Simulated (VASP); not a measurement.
Set up this calculation in VASP 6.6.1, as the native input.

```
Task                   : single point
Functional             : PBEsol
Potentials or basis    : VASP PAW PBE potentials, release 64 (Se, Te, O)
Cutoff                 : 520 eV
k mesh                 : 3 × 3 × 3, shifted
Occupations            : methfessel-paxton, width 0.05 eV
Spin                   : no spin polarisation
Dipole correction      : no
Further INCAR settings : ALGO = Normal; EDIFF = 1e-07; NBANDS = 37; ISYM = 0
```

The structure of TeSe6O2 lies in POSCAR:

```
TeSe6O2
1.0
    6.2821940000      0.0000000000      0.0000000000
   -1.3204750000      6.1741970000      0.0000000000
   -0.0768130000     -1.2960730000      6.2357540000
Se Te O
6 1 2
Direct
    0.0836000000      0.7671000000      0.6794000000
    0.9164000000      0.2329000000      0.3206000000
    0.3057000000      0.9531000000      0.2026000000
    0.6943000000      0.0469000000      0.7974000000
    0.2282000000      0.3219000000      0.9101000000
    0.7718000000      0.6781000000      0.0899000000
    0.0000000000      0.0000000000      0.0000000000
    0.5392000000      0.4276000000      0.5536000000
    0.4608000000      0.5724000000      0.4464000000
```

The input as run:

INCAR

```
SYSTEM = TeSe6O2
ALGO = Normal
EDIFF = 1E-7
ENCUT = 520
GGA = PS
ISIF = 2
ISMEAR = 1
ISYM = 0
LASPH = .TRUE.
LCHARG = .TRUE.
LELF = .TRUE.
LREAL = .FALSE.
LVHAR = .TRUE.
LWAVE = .FALSE.
NBANDS = 37
NELM = 60
PREC = Accurate
SIGMA = 0.05
```

KPOINTS

```
Automatic mesh
0
Gamma
  3 3 3
  0 0 0.5
```

Potentials or basis: VASP PAW PBE potentials, release 64 (Se, Te, O).

The run is started by

```sh
$ cat potpaw_PBE.64/Se/POTCAR potpaw_PBE.64/Te/POTCAR potpaw_PBE.64/O/POTCAR > POTCAR
$ mpirun -np 1 vasp_std > vasp.out
```

Results of the run:

```yaml
Pressure: 1.9 GPa
Largest_force: 5.322 eV/Å
Band_gap_on_the_k_mesh: zero (bands 27 and 28 overlap by 0.02 eV)
```

Caveat: the PAW data sets were made with another functional, which shifts forces and pressure a little; spin-orbit coupling is left out, which moves the levels of the heavy elements.

Wall time 3.2 min on 1 thread of Oxide Virtual Turin-like Processor, with other jobs on the host, peak memory 0.35 GiB.
